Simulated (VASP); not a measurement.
# TiAl (Fm-3m) in VASP: single point with PBE

Aim: the single point of TiAl with PBE.

Everything below comes from runs of VASP 6.6.1. Logs are shortened: lines on timing, memory, paths and dates and some standing lists are left out, and cuts for length are marked.

### 1 The cell of the first run

It takes space group Fm-3m (No. 225, cubic). Conventional cell: a = 5.046 Å, b = 5.046 Å, c = 5.046 Å, α = 90.00°, β = 90.00°, γ = 90.00°. Ti (site symmetry m-3m) has 6 Al at 2.52 Å within 3.3 Å. Within 3.3 Å of Al (site symmetry m-3m) lie 6 Ti at 2.52 Å.

### 2 Single point, PBE

INCAR reads:

```
PREC     = Accurate       # precision mode
ENCUT    = 520            # plane-wave cutoff, eV
EDIFF    = 1E-6           # SCF threshold, eV
ISMEAR   = 0              # smearing method
SIGMA    = 0.15           # smearing width, eV
LREAL    = False          # projectors in reciprocal space
LASPH    = True           # aspherical terms in the spheres
NELM     = 100            # most SCF steps
ALGO     = Normal         # electronic algorithm
ISIF     = 2              # what is computed and relaxed
LWAVE    = False          # write WAVECAR
LCHARG   = True           # write CHGCAR
GGA      = PE             # functional
LELF     = True           # ELF
LVHAR    = True         
NBANDS   = 14             # bands
```

KPOINTS reads:

```
Automatic mesh
0
Gamma
  16 16 16
```

POSCAR reads:

```
TiAl
1.0
    3.3642996919      0.8410749230      0.8410749230
    0.8410749230      3.3642996919      0.8410749230
    0.8410749230      0.8410749230      3.3642996919
Ti Al
1 1
Direct
    0.0000000000      0.0000000000      0.0000000000
    0.5000000000      0.5000000000      0.5000000000
```

Potentials or basis: VASP PAW PBE potentials, release 64 (Ti_sv, Al).

The run is started by

```sh
$ cat potpaw_PBE.64/Ti_sv/POTCAR potpaw_PBE.64/Al/POTCAR > POTCAR
$ mpirun -np 1 vasp_std > vasp.out
```

OUTCAR:

```text
PREC = Accurate
   ENCUT = 520
   EDIFF = 1E-6
   ISMEAR = 0
   LREAL = False
   LASPH = True
   NELM = 100
   ISIF = 2
   GGA = PE

 ion  position               nearest neighbor table
   1  0.000  0.000  0.000-   2 2.52   2 2.52   2 2.52   2 2.52   2 2.52   2 2.52
   2  0.500  0.500  0.500-   1 2.52   1 2.52   1 2.52   1 2.52   1 2.52   1 2.52

  LATTYP: Found a face centered cubic cell.
 ALAT       =     5.0464495379

  Lattice vectors:

 A1 = (   3.3642996919,   0.8410749230,   0.8410749230)
 A2 = (   0.8410749230,   3.3642996919,   0.8410749230)
 A3 = (   0.8410749230,   0.8410749230,   3.3642996919)

Analysis of symmetry for initial positions (statically):
=====================================================================
 Subroutine PRICEL returns:
 Original cell was already a primitive cell.

 Routine SETGRP: Setting up the symmetry group for a
 face centered cubic supercell.

 Subroutine GETGRP returns: Found 48 space group operations
 (whereof 48 operations were pure point group operations)
 out of a pool of 48 trial point group operations.

The static configuration has the point symmetry O_h .

Analysis of symmetry for dynamics (positions and initial velocities):
=====================================================================
 Subroutine PRICEL returns:
 Original cell was already a primitive cell.

 Routine SETGRP: Setting up the symmetry group for a
 face centered cubic supercell.

 Subroutine GETGRP returns: Found 48 space group operations
 (whereof 48 operations were pure point group operations)
 out of a pool of 48 trial point group operations.

The dynamic configuration has the point symmetry O_h .

 Subroutine INISYM returns: Found 48 space group operations
 (whereof 48 operations are pure point group operations),
 and found     1 'primitive' translations

----------------------------------------------------------------------------------------

                                     Primitive cell

  volume of cell :      32.1290

  direct lattice vectors                    reciprocal lattice vectors
     3.364299692  0.841074923  0.841074923     0.330265200 -0.066053040 -0.066053040
     0.841074923  3.364299692  0.841074923    -0.066053040  0.330265200 -0.066053040
     0.841074923  0.841074923  3.364299692    -0.066053040 -0.066053040  0.330265200

  length of vectors
     3.568378689  3.568378689  3.568378689     0.343221664  0.343221664  0.343221664

  position of ions in fractional coordinates (direct lattice)
     0.000000000  0.000000000  0.000000000
     0.500000000  0.500000000  0.500000000

  ion indices of the primitive-cell ions
   primitive index   ion index
                 1           1
                 2           2

----------------------------------------------------------------------------------------

 KPOINTS: Automatic mesh

Automatic generation of k-mesh.
 Grid dimensions read from file:
 generate k-points for:   16   16   16

 Generating k-lattice:

  Cartesian coordinates                     Fractional coordinates (reciprocal lattice)
     0.020641575 -0.004128315 -0.004128315     0.062500000  0.000000000  0.000000000
    -0.004128315  0.020641575 -0.004128315     0.000000000  0.062500000  0.000000000
    -0.004128315 -0.004128315  0.020641575     0.000000000  0.000000000  0.062500000

  Length of vectors
     0.021451354  0.021451354  0.021451354

  Shift w.r.t. Gamma in fractional coordinates (k-lattice)
     0.000000000  0.000000000  0.000000000

 Subroutine IBZKPT returns following result:
 ===========================================

 Found    145 irreducible k-points:

 Following reciprocal coordinates:
            Coordinates               Weight
  0.000000  0.000000  0.000000      1.000000
  0.062500  0.000000  0.000000      8.000000
  0.125000  0.000000  0.000000      8.000000
  0.187500 -0.000000 -0.000000      8.000000
  0.250000  0.000000  0.000000      8.000000
  0.312500 -0.000000 -0.000000      8.000000
[... 16 lines left out ...]
 -0.125000  0.062500 -0.000000     24.000000
 -0.062500  0.062500  0.000000     12.000000
 [... further k-points ...]
   k-points           NKPTS =    145   k-points in BZ     NKDIM =    145   number of bands    NBANDS=     14
   number of dos      NEDOS =    301   number of ions     NIONS =      2
   total plane-waves  NPLWV =  21952
   dimension x,y,z NGX =    28 NGY =   28 NGZ =   28
   dimension x,y,z NGXF=    56 NGYF=   56 NGZF=   56
   ions per type =               1   1
   NGX,Y,Z   is equivalent  to a cutoff of  13.04, 13.04, 13.04 a.u.
   NGXF,Y,Z  is equivalent  to a cutoff of  26.09, 26.09, 26.09 a.u.
 SYSTEM =  unknown system
   PREC   = accura    normal or accurate (medium, high low for compatibility)
   ISTART =      0    job   : 0-new  1-cont  2-samecut
   ICHARG =      2    charge: 1-file 2-atom 10-const
   ISPIN  =      1    spin polarized calculation?
   LNONCOLLINEAR =      F non collinear calculations
   LSORBIT =      F    spin-orbit coupling
   LASPH  =      T    aspherical Exc in radial PAW
   ENCUT  =  520.0 eV  38.22 Ry    6.18 a.u.   6.63  6.63  6.63*2*pi/ulx,y,z
   NELM   =    100;   NELMIN=  2; NELMDL= -5     # of ELM steps
   EDIFF  = 0.1E-05   stopping-criterion for ELM
   LREAL  =      F    real-space projection
   EDIFFG = 0.1E-04   stopping-criterion for IOM
   NSW    =      0    number of steps for IOM
   IBRION =     -1    ionic relax: 0-MD 1-quasi-New 2-CG
   NFREE  =      0    steps in history (QN), initial steepest desc. (CG)
   ISIF   =      2    stress and relaxation
   ISYM   =      2    0-nonsym 1-usesym 2-fastsym
   POTIM  = 0.5000    time-step for ionic-motion
   TEBEG  =    0.0;   TEEND  =   0.0 temperature during run
   PSTRESS=    0.0 pullay stress
   NELECT =      15.0000    total number of electrons
   NUPDOWN=      -1.0000    fix difference up-down
   EMIN   =  10.00;   EMAX   =-10.00  energy-range for DOS
   EFERMI =   0.00;   METHOD = LEGACY
   ISMEAR =     0;   SIGMA  =   0.15  broadening in eV -4-tet -1-fermi 0-gaus
   EFERMI_NEDOS =   21; number of points for ismear=-14 and -15
   IALGO  =     38    algorithm
   IMIX   =      4    mixing-type and parameters
     AMIX     =   0.40;   BMIX     =  1.00
     AMIX_MAG =   1.60;   BMIX_MAG =  1.00
  volume/ion in A,a.u.               =      16.06       108.41
  Fermi-wavevector in a.u.,A,eV,Ry     =   1.270007  2.399964 21.945065  1.612917
  Thomas-Fermi vector in A             =   2.403017
   LORBIT       =      0    0 simple, 1 ext, 2 COOP (PROOUT), +10 PAW based schemes
   GGA     = PE    functional components
   LHFCALC =     F    Hartree Fock is set to
   AEXX    =    0.0000 exact exchange contribution
   IVDW    =     0    specifies the selected vdW correction
   LEPSILON=     F    determine dielectric tensor
   LRPA    =     F    only Hartree local field effects (RPA)
 non-spin polarized calculation
 Gauss-broadening in eV      SIGMA  =   0.15
  energy-cutoff  :      520.00
  volume of cell :       32.13
 maximum number of plane-waves:       893
   NGX = 13   NGY = 13   NGZ = 13

 number of electron      15.0000001 magnetization

 Free energy of the ion-electron system (eV)
  ---------------------------------------------------
  ext. energy  EPLUGINS =         0.00000000
  ---------------------------------------------------
  free energy    TOTEN  =       -10.90715637 eV

  energy without entropy =      -10.88329878  energy(sigma->0) =      -10.89522758

 E-fermi :   8.0080     XC(G=0): -11.0228

 val. band max:        7.9960754187   @ k =   0.1875   0.1250   0.0000
 cond. band min:       8.0176851504   @ k =  -0.1875   0.1250   0.0000
 fundamental gap:      0.0216097317
 Fermi energy:         8.0079692051

 k-point     1 :       0.0000    0.0000    0.0000
  band No.  band energies     occupation
      1     -48.2544      2.00000
      2     -24.5280      2.00000
      3     -24.5280      2.00000
      4     -24.5280      2.00000
      5      -0.3716      2.00000
      6       8.4057      0.00018
      7       8.4057      0.00018
      8       8.4057      0.00018
      9       8.8527      0.00000
     10       8.8527      0.00000
     11      14.5845      0.00000
     12      14.5845      0.00000
     13      14.5845      0.00000
     14      18.0511      0.00000

 k-point     2 :       0.0625    0.0000    0.0000
  band No.  band energies     occupation
      1     -48.2540      2.00000
      2     -24.5321      2.00000
      3     -24.5286      2.00000
      4     -24.5286      2.00000
      5      -0.2964      2.00000
      6       8.3143      0.00388
      7       8.4275      0.00008
      8       8.4275      0.00008
      9       8.8110      0.00000
     10       8.8110      0.00000
     11      14.3632      0.00000
     12      14.6943      0.00000
     13      14.6943      0.00000
     14      17.9713      0.00000

 k-point     3 :       0.1250    0.0000    0.0000
  band No.  band energies     occupation
      1     -48.2529      2.00000
      2     -24.5440      2.00000
      3     -24.5303      2.00000
      4     -24.5303      2.00000
      5      -0.0728      2.00000
      6       8.0467      0.71527
      7       8.4073      0.00017
      8       8.4073      0.00017
      9       8.7915      0.00000
     10       8.7915      0.00000
     11      13.8053      0.00000
     12      14.9914      0.00000
     13      14.9914      0.00000
     14      17.7408      0.00000

 k-point     4 :       0.1875   -0.0000   -0.0000
  band No.  band energies     occupation
      1     -48.2513      2.00000
      2     -24.5616      2.00000
      3     -24.5329      2.00000
      4     -24.5329      2.00000
      5       0.2936      2.00000
      6       7.6180      1.99976
      7       8.2243      0.04137
      8       8.2243      0.04137
      9       8.9559      0.00000
     10       8.9559      0.00000
     11      13.1144      0.00000
     12      15.3943      0.00000
     13      15.3943      0.00000
     14      17.3316      0.00000

 k-point     5 :       0.2500    0.0000    0.0000
  band No.  band energies     occupation
      1     -48.2493      2.00000
      2     -24.5823      2.00000
      3     -24.5359      2.00000
      4     -24.5359      2.00000
      5       0.7932      2.00000
      6       7.0441      2.00000
      7       7.9821      1.19246
      8       7.9821      1.19246
      9       9.2343      0.00000
     10       9.2343      0.00000
     11      12.4507      0.00000
[... 276 lines left out ...]
 k-point    22 :      -0.1875    0.0625    0.0000
  band No.  band energies     occupation
      1     -48.2504      2.00000
      2     -24.5692      2.00000
      3     -24.5376      2.00000
      4     -24.5329      2.00000
      5       0.5086      2.00000
      6       7.4395      2.00000
      7       8.0566      0.64664
      8       8.1315      0.24401
      9       8.9138      0.00000
     10       9.2022      0.00000
     11      12.9479      0.00000
     12      14.7941      0.00000
     13      16.1384      0.00000
     14      17.3171      0.00000

 k-point    23 :      -0.1250    0.0625   -0.0000
  band No.  band energies     occupation
      1     -48.2521      2.00000
      2     -24.5511      2.00000
      3     -24.5342      2.00000
      4     -24.5305      2.00000
      5       0.0987      2.00000
      6       7.8987      1.69694
      7       8.2613      0.01692
      8       8.3911      0.00030
      9       8.6779      0.00000
     10       8.9800      0.00000
     11      13.6468      0.00000
     12      14.5823      0.00000
     13      15.5552      0.00000
     14      17.6915      0.00000

 k-point    24 :      -0.0625    0.0625    0.0000
  band No.  band energies     occupation
      1     -48.2534      2.00000
      2     -24.5380      2.00000
      3     -24.5310      2.00000
      4     -24.5289      2.00000
      5      -0.1719      2.00000
      6       8.1903      0.08561
      7       8.3851      0.00038
      8       8.4943      0.00000
      9       8.6528      0.00000
     10       8.8673      0.00000
     11      14.2028      0.00000
     12      14.4990      0.00000
     13      15.0477      0.00000
     14      17.8763      0.00000

 [... further k-points ...]

------------------------ aborting loop because EDIFF is reached ----------------------------------------

  FORCE on cell =-STRESS in cart. coord.  units (eV):
  Direction    XX          YY          ZZ          XY          YZ          ZX
  --------------------------------------------------------------------------------------
  -------------------------------------------------------------------------------------
  Total        3.0369507      3.0369507      3.0369507      0.0000000      0.0000000      0.0000000
  in kB      151.4434568    151.4434568    151.4434568      0.0000000      0.0000000      0.0000000
  external PRESSURE =     151.4434568 kB  Pullay stress =       0.0000000 kB

 VOLUME and BASIS-vectors are now :
 -----------------------------------------------------------------------------
  energy-cutoff  :      520.00
  volume of cell :       32.13
      direct lattice vectors                 reciprocal lattice vectors
     3.364299692  0.841074923  0.841074923     0.330265200 -0.066053040 -0.066053040
     0.841074923  3.364299692  0.841074923    -0.066053040  0.330265200 -0.066053040
     0.841074923  0.841074923  3.364299692    -0.066053040 -0.066053040  0.330265200

 POSITION                                       TOTAL-FORCE (eV/Angst)
 -----------------------------------------------------------------------------------
      0.00000      0.00000      0.00000        -0.000000      0.000000      0.000000
      2.52322      2.52322      2.52322         0.000000     -0.000000     -0.000000
 -----------------------------------------------------------------------------------
    total drift:                                0.000000     -0.000000     -0.000000

  FREE ENERGIE OF THE ION-ELECTRON SYSTEM (eV)
  ---------------------------------------------------
  free  energy   TOTEN  =       -10.9071563715 eV

  energy  without entropy=      -10.8832987849  energy(sigma->0) =      -10.89522758
```

Run time: 42 s. Hardware: 1 thread of AMD EPYC 9R45 (Zen 5), shared host; peak memory 0.17 GiB.

What came out:

```
Free energy : -10.9072 eV
Pressure    : 15.1 GPa
```

Levels at points of the mesh, in eV from the Fermi level:
```tsv
k point	band 4	band 5	band 6	band 7	band 8	band 9	band 10	band 11	band 12	band 13
(0.00, 0.00, 0.00)	-32.54	-8.38	0.40	0.40	0.40	0.84	0.84	6.58	6.58	6.58
(0.50, 0.00, 0.00)	-32.55	-4.34	-4.07	-0.59	-0.59	2.21	2.21	3.20	7.34	7.95
(0.50, 0.50, 0.00)	-32.58	-4.58	-2.29	-1.37	1.59	2.48	2.48	2.59	2.59	3.58
```
